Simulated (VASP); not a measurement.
## Fe: relaxation of cell and atoms with PBE

Fe:

```xyz
1
Lattice="-1.4101 1.4101 1.4101 1.4101 -1.4101 1.4101 1.4101 1.4101 -1.4101" Properties=species:S:1:pos:R:3 pbc="T T T"
Fe    0.0000    0.0000    0.0000
```

| Quantity | Value |
| --- | --- |
| Program | VASP 6.6.1 |
| Task | relaxation of cell and atoms |
| Functional | PBE |
| Potentials or basis | VASP PAW PBE potentials, release 64 (Fe) |
| Cutoff | 600 eV |
| k mesh | 28 × 28 × 28 |
| Occupations | gaussian, width 0.1 eV |
| Spin | collinear spin, ferromagnetic start |
| Starting moments | [2.26] μB |
| Dipole correction | no |
| Further INCAR settings | ALGO = Normal; EDIFF = 1e-07; IBRION = 2; EDIFFG = -0.01; NSW = 100; ISIF = 3 |

```json
{"Relaxed volume": "11.34 Å³/atom", "Relaxed cell": "a = 2.452 Å, b = 2.452 Å, c = 2.452 Å, α = 109.47°, β = 109.47°, γ = 109.47°", "Space group after relaxing (to 0.1 Å)": "Im-3m (No. 229)", "Energy gained by relaxing": "0.9 meV/atom", "Ionic steps": "3", "Pressure after relaxing": "0.0 GPa", "Net moment": "2.19 μB per cell", "Site moments": "Fe +2.18 μB", "Valence electrons inside the program's atomic spheres": "Fe 7.27"}
```

The path:
```csv
step,energy change (eV),largest force (eV/Å),pressure (GPa),volume (Å³)
1,0.0000,0.0000,2.22,11.21
2,-0.0001,0.0000,-1.99,11.47
3,-0.0009,0.0000,0.03,11.34
```

Final structure:
```
Fe
1.0
    -1.41541    1.41541    1.41541
     1.41541   -1.41541    1.41541
     1.41541    1.41541   -1.41541
Fe
1
Direct
  0.00000 0.00000 0.00000
```

Levels at points of the mesh, in eV from the Fermi level:
Spin up:
```tsv
k point	band 2	band 3	band 4	band 5	band 6	band 7	band 8	band 9
(0.00, 0.00, 0.00)	-2.31	-2.31	-2.31	-1.09	-1.09	25.04	25.04	25.04
(0.50, 0.00, 0.00)	-3.39	-1.02	-0.90	0.39	0.52	7.37	18.38	20.25
(0.50, 0.50, 0.50)	-4.86	0.12	0.12	0.12	9.95	9.95	9.95	15.66
```
Spin down:
```csv
k point,band 1,band 2,band 3,band 4,band 5,band 6,band 7,band 8
"(0.00, 0.00, 0.00)",-8.27,-0.40,-0.40,-0.40,1.66,1.66,24.79,24.79
"(0.50, 0.00, 0.00)",-3.65,-1.68,0.63,1.51,1.92,2.60,8.74,18.43
"(0.50, 0.50, 0.50)",-3.04,-3.04,2.30,2.30,2.30,10.22,10.22,10.22
```

It took 110 s on 1 thread of Intel(R) Xeon(R) 6975P-C (Granite Rapids) (shared host), peak memory 0.25 GiB.
